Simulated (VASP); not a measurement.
# BaF2 (Fm-3m) in VASP: single point with PBE

Aim: the single point of BaF2 with PBE.

All numbers are computed with VASP 6.6.1; they aren't measurements. Logs are shortened: lines on timing, memory, paths and dates and some standing lists are left out, and cuts for length are marked.

**1. The cell of the first run**

The structure is cubic, space group Fm-3m (No. 225). The conventional cell has a = 6.246 Å, b = 6.246 Å, c = 6.246 Å, α = 90.00°, β = 90.00°, γ = 90.00°. Ba (site symmetry m-3m) has 8 F at 2.70 Å within 3.6 Å. F (site symmetry -43m) has 4 Ba at 2.70 Å and 6 F at 3.12 Å within 3.6 Å.

**2. Single point, PBE**

Input file POSCAR:

```
BaF2
1.0
    0.0000000000      3.1231177238      3.1231177238
    3.1231177238      0.0000000000      3.1231177238
    3.1231177238      3.1231177238      0.0000000000
Ba F
1 2
Direct
    0.0000000000      0.0000000000      0.0000000000
    0.7500000000      0.7500000000      0.7500000000
    0.2500000000      0.2500000000      0.2500000000
```

Input file INCAR.step1:

```
SYSTEM = BaF2
ALGO     = Normal         ! electronic algorithm
EDIFF    = 1E-6           ! SCF threshold, eV
ENCUT    = 1010           ! plane-wave cutoff, eV
GGA      = PE             ! functional
GGA_COMPAT= .False.      
ISIF     = 2              ! what is computed and relaxed
ISMEAR   = 0              ! smearing method
LASPH    = .True.         ! aspherical terms in the spheres
LCHARG   = .True.         ! write CHGCAR
LORBIT   = 11             ! projections on sites
LREAL    = .False.        ! projectors in reciprocal space
LWAVE    = .False.        ! write WAVECAR
NBANDS   = 19             ! bands
NEDOS    = 2001           ! points of the DOS
NELM     = 120            ! most SCF steps
PREC     = Accurate       ! precision mode
SIGMA    = 0.02           ! smearing width, eV
```

Input file KPOINTS.step1:

```
k-points
0
Gamma
  6 6 6
  0 0 0
```

Input file INCAR.step2:

```
SYSTEM = BaF2
ALGO     = Normal         ! electronic algorithm
EDIFF    = 1E-6           ! SCF threshold, eV
ENCUT    = 1010           ! plane-wave cutoff, eV
GGA      = PE             ! functional
GGA_COMPAT= .False.      
ICHARG   = 11             ! starting density
ISIF     = 2              ! what is computed and relaxed
ISMEAR   = -5             ! smearing method
LASPH    = .True.         ! aspherical terms in the spheres
LCHARG   = .False.        ! write CHGCAR
LORBIT   = 10             ! projections on sites
LREAL    = .False.        ! projectors in reciprocal space
LWAVE    = .False.        ! write WAVECAR
NEDOS    = 1001           ! points of the DOS
NELM     = 120            ! most SCF steps
PREC     = Accurate       ! precision mode
SIGMA    = 0.02           ! smearing width, eV
```

Input file KPOINTS.step2:

```
k-points
0
Gamma
  9 9 9
  0 0 0
```

Potentials or basis: VASP PAW PBE potentials, release 64 (Ba_sv, F_h).

On the command line:

```
$ cat potpaw_PBE.64/Ba_sv/POTCAR potpaw_PBE.64/F_h/POTCAR > POTCAR
$ cp INCAR.step1 INCAR
$ cp KPOINTS.step1 KPOINTS
$ mpirun -np 1 vasp_std > vasp.out
$ cp INCAR.step2 INCAR
$ cp KPOINTS.step2 KPOINTS
$ mpirun -np 1 vasp_std > vasp.out
```

OUTCAR:

```text
SYSTEM = BaF2
   EDIFF = 1E-6
   ENCUT = 1010
   GGA = PE
   ICHARG = 11
   ISIF = 2
   ISMEAR = -5
   LASPH = .True.
   LORBIT = 10
   LREAL = .False.
   NELM = 120
   PREC = Accurate

 ion  position               nearest neighbor table
   1  0.000  0.000  0.000-   2 2.70   2 2.70   2 2.70   2 2.70   3 2.70   3 2.70   3 2.70   3 2.70

   2  0.750  0.750  0.750-   1 2.70   1 2.70   1 2.70   1 2.70
   3  0.250  0.250  0.250-   1 2.70   1 2.70   1 2.70   1 2.70

  LATTYP: Found a face centered cubic cell.
 ALAT       =     6.2462354476

  Lattice vectors:

 A1 = (   0.0000000000,   3.1231177238,   3.1231177238)
 A2 = (   3.1231177238,   0.0000000000,   3.1231177238)
 A3 = (   3.1231177238,   3.1231177238,   0.0000000000)

Analysis of symmetry for initial positions (statically):
=====================================================================
 Subroutine PRICEL returns:
 Original cell was already a primitive cell.

 Routine SETGRP: Setting up the symmetry group for a
 face centered cubic supercell.

 Subroutine GETGRP returns: Found 48 space group operations
 (whereof 48 operations were pure point group operations)
 out of a pool of 48 trial point group operations.

The static configuration has the point symmetry O_h .

Analysis of symmetry for dynamics (positions and initial velocities):
=====================================================================
 Subroutine PRICEL returns:
 Original cell was already a primitive cell.

 Routine SETGRP: Setting up the symmetry group for a
 face centered cubic supercell.

 Subroutine GETGRP returns: Found 48 space group operations
 (whereof 48 operations were pure point group operations)
 out of a pool of 48 trial point group operations.

The dynamic configuration has the point symmetry O_h .

 Subroutine INISYM returns: Found 48 space group operations
 (whereof 48 operations are pure point group operations),
 and found     1 'primitive' translations

----------------------------------------------------------------------------------------

                                     Primitive cell

  volume of cell :      60.9249

  direct lattice vectors                    reciprocal lattice vectors
     0.000000000  3.123117724  3.123117724    -0.160096431  0.160096431  0.160096431
     3.123117724  0.000000000  3.123117724     0.160096431 -0.160096431  0.160096431
     3.123117724  3.123117724  0.000000000     0.160096431  0.160096431 -0.160096431

  length of vectors
     4.416755442  4.416755442  4.416755442     0.277295152  0.277295152  0.277295152

  position of ions in fractional coordinates (direct lattice)
     0.000000000  0.000000000  0.000000000
     0.750000000  0.750000000  0.750000000
     0.250000000  0.250000000  0.250000000

  ion indices of the primitive-cell ions
   primitive index   ion index
                 1           1
                 2           2
                 3           3

----------------------------------------------------------------------------------------

 KPOINTS: k-points

Automatic generation of k-mesh.
 Grid dimensions read from file:
 generate k-points for:    9    9    9

 Generating k-lattice:

  Cartesian coordinates                     Fractional coordinates (reciprocal lattice)
    -0.017788492  0.017788492  0.017788492     0.111111111  0.000000000  0.000000000
     0.017788492 -0.017788492  0.017788492     0.000000000  0.111111111  0.000000000
     0.017788492  0.017788492 -0.017788492     0.000000000  0.000000000  0.111111111

  Length of vectors
     0.030810572  0.030810572  0.030810572

  Shift w.r.t. Gamma in fractional coordinates (k-lattice)
     0.000000000  0.000000000  0.000000000

 TETIRR: Found    115 inequivalent tetrahedra from     4374

 Subroutine IBZKPT returns following result:
 ===========================================

 Found     35 irreducible k-points:

 Following reciprocal coordinates:
            Coordinates               Weight
  0.000000  0.000000  0.000000      1.000000
  0.111111  0.000000  0.000000      8.000000
  0.222222  0.000000  0.000000      8.000000
  0.333333  0.000000  0.000000      8.000000
  0.444444  0.000000  0.000000      8.000000
  0.111111  0.111111  0.000000      6.000000
[... 16 lines left out ...]
 -0.333333  0.333333  0.000000     12.000000
  0.444444  0.444444  0.000000      6.000000
 [... further k-points ...]
   k-points           NKPTS =     35   k-points in BZ     NKDIM =     35   number of bands    NBANDS=     16
   number of dos      NEDOS =   1001   number of ions     NIONS =      3
   total plane-waves  NPLWV = 110592
   dimension x,y,z NGX =    48 NGY =   48 NGZ =   48
   dimension x,y,z NGXF=    96 NGYF=   96 NGZF=   96
   ions per type =               1   2
   NGX,Y,Z   is equivalent  to a cutoff of  18.07, 18.07, 18.07 a.u.
   NGXF,Y,Z  is equivalent  to a cutoff of  36.13, 36.13, 36.13 a.u.
 SYSTEM =  BaF2
   PREC   = accura    normal or accurate (medium, high low for compatibility)
   ISTART =      0    job   : 0-new  1-cont  2-samecut
   ICHARG =     11    charge: 1-file 2-atom 10-const
   ISPIN  =      1    spin polarized calculation?
   LNONCOLLINEAR =      F non collinear calculations
   LSORBIT =      F    spin-orbit coupling
   LASPH  =      T    aspherical Exc in radial PAW
   ENCUT  = 1010.0 eV  74.23 Ry    8.62 a.u.  11.45 11.45 11.45*2*pi/ulx,y,z
   NELM   =    120;   NELMIN=  2; NELMDL=  0     # of ELM steps
   EDIFF  = 0.1E-05   stopping-criterion for ELM
   LREAL  =      F    real-space projection
   EDIFFG = 0.1E-04   stopping-criterion for IOM
   NSW    =      0    number of steps for IOM
   IBRION =     -1    ionic relax: 0-MD 1-quasi-New 2-CG
   NFREE  =      0    steps in history (QN), initial steepest desc. (CG)
   ISIF   =      2    stress and relaxation
   ISYM   =      2    0-nonsym 1-usesym 2-fastsym
   POTIM  = 0.5000    time-step for ionic-motion
   TEBEG  =    0.0;   TEEND  =   0.0 temperature during run
   PSTRESS=    0.0 pullay stress
   NELECT =      24.0000    total number of electrons
   NUPDOWN=      -1.0000    fix difference up-down
   EMIN   =  10.00;   EMAX   =-10.00  energy-range for DOS
   EFERMI =   0.00;   METHOD = LEGACY
   ISMEAR =    -5;   SIGMA  =   0.02  broadening in eV -4-tet -1-fermi 0-gaus
   EFERMI_NEDOS =   21; number of points for ismear=-14 and -15
   IALGO  =     38    algorithm
   IMIX   =      4    mixing-type and parameters
     AMIX     =   0.40;   BMIX     =  1.00
     AMIX_MAG =   1.60;   BMIX_MAG =  1.00
  volume/ion in A,a.u.               =      20.31       137.05
  Fermi-wavevector in a.u.,A,eV,Ry     =   1.200089  2.267840 19.595305  1.440214
  Thomas-Fermi vector in A             =   2.335935
   LORBIT       =     10    0 simple, 1 ext, 2 COOP (PROOUT), +10 PAW based schemes
   GGA     = PE    functional components
   LHFCALC =     F    Hartree Fock is set to
   AEXX    =    0.0000 exact exchange contribution
   IVDW    =     0    specifies the selected vdW correction
   LEPSILON=     F    determine dielectric tensor
   LRPA    =     F    only Hartree local field effects (RPA)
 non-spin polarized calculation
 Fermi weights with tetrahedron method with Bloechl corrections
  energy-cutoff  :     1010.00
  volume of cell :       60.92
 maximum number of plane-waves:      4477
 NGX is ok and might be reduce to    48

 number of electron      23.9999995 magnetization

 Free energy of the ion-electron system (eV)
  ---------------------------------------------------
  ext. energy  EPLUGINS =         0.00000000
  ---------------------------------------------------
  free energy    TOTEN  =       -17.14083029 eV

  energy without entropy =      -17.14083029  energy(sigma->0) =      -17.14083029

 E-fermi :  -1.8529     XC(G=0):  -8.5977

 val. band max:       -1.8735072908   @ k =  -0.2222   0.2222   0.0000
 cond. band min:       4.7954630380   @ k =   0.0000   0.0000   0.0000
 fundamental gap:      6.6689703288
 Fermi energy:        -1.8528931379

 k-point     1 :       0.0000    0.0000    0.0000
  band No.  band energies     occupation
      1     -25.0320      2.00000
      2     -20.7765      2.00000
      3     -20.7549      2.00000
      4      -9.9019      2.00000
      5      -9.9019      2.00000
      6      -9.9019      2.00000
[... 8 lines left out ...]
     15       7.2237      0.00000
     16       9.3344      0.00000

 k-point     2 :       0.1111    0.0000    0.0000
  band No.  band energies     occupation
      1     -25.0114      2.00000
      2     -20.7885      2.00000
      3     -20.7798      2.00000
      4      -9.9227      2.00000
      5      -9.9195      2.00000
      6      -9.9195      2.00000
[... 8 lines left out ...]
     15       7.2151      0.00000
     16       9.1872      0.00000

 k-point     3 :       0.2222    0.0000    0.0000
  band No.  band energies     occupation
      1     -24.9580      2.00000
      2     -20.8542      2.00000
      3     -20.8090      2.00000
      4      -9.9711      2.00000
      5      -9.9631      2.00000
      6      -9.9631      2.00000
[... 8 lines left out ...]
     15       7.2025      0.00000
     16       8.8455      0.00000
[... 362 lines left out ...]
 k-point    23 :      -0.3333    0.3333    0.0000
  band No.  band energies     occupation
      1     -24.7977      2.00000
      2     -20.9884      2.00000
      3     -20.9520      2.00000
      4     -10.1568      2.00000
      5     -10.1462      2.00000
      6      -9.9513      2.00000
[... 8 lines left out ...]
     15       7.6324      0.00000
     16       8.3418      0.00000

 k-point    24 :       0.4444    0.4444    0.0000
  band No.  band energies     occupation
      1     -24.7894      2.00000
      2     -21.0626      2.00000
      3     -20.8890      2.00000
      4     -10.2482      2.00000
      5     -10.2482      2.00000
      6      -9.7650      2.00000
[... 8 lines left out ...]
     15       8.5914      0.00000
     16       9.8671      0.00000

 [... further k-points ...]

------------------------ aborting loop because EDIFF is reached ----------------------------------------

  FORCE on cell =-STRESS in cart. coord.  units (eV):
  Direction    XX          YY          ZZ          XY          YZ          ZX
  --------------------------------------------------------------------------------------
  -------------------------------------------------------------------------------------
  Total        0.4183829      0.4183829      0.4183829      0.0000000      0.0000000      0.0000000
  in kB       11.0024519     11.0024519     11.0024519      0.0000000      0.0000000      0.0000000
  external PRESSURE =      11.0024519 kB  Pullay stress =       0.0000000 kB

 VOLUME and BASIS-vectors are now :
 -----------------------------------------------------------------------------
  energy-cutoff  :     1010.00
  volume of cell :       60.92
      direct lattice vectors                 reciprocal lattice vectors
     0.000000000  3.123117724  3.123117724    -0.160096431  0.160096431  0.160096431
     3.123117724  0.000000000  3.123117724     0.160096431 -0.160096431  0.160096431
     3.123117724  3.123117724  0.000000000     0.160096431  0.160096431 -0.160096431

 POSITION                                       TOTAL-FORCE (eV/Angst)
 -----------------------------------------------------------------------------------
      0.00000      0.00000      0.00000         0.000000      0.000000      0.000000
      4.68468      4.68468      4.68468        -0.000000     -0.000000     -0.000000
      1.56156      1.56156      1.56156         0.000000     -0.000000      0.000000
 -----------------------------------------------------------------------------------
    total drift:                               -0.000000     -0.000000      0.000000

  FREE ENERGIE OF THE ION-ELECTRON SYSTEM (eV)
  ---------------------------------------------------
  free  energy   TOTEN  =       -17.1408302936 eV

  energy  without entropy=      -17.1408302936  energy(sigma->0) =      -17.14083029

 total charge

# of ion       s       p       d       tot
------------------------------------------
    1        1.998   5.648   0.219   7.865
    2        1.292   3.200   0.000   4.492
    3        1.292   3.200   0.000   4.492
--------------------------------------------------
tot          4.581  12.049   0.219  16.849
```

It took 95 s on 1 thread of Intel Xeon Platinum 8259CL at 2.50GHz (Skylake/Cascade Lake), shared host; peak memory 0.36 GiB.

Results:

| Quantity | Value |
| --- | --- |
| Valence electrons inside the program's atomic spheres | Ba 7.87; F 4.49 |

Caveat: spin-orbit coupling is left out, which moves the levels of the heavy elements.
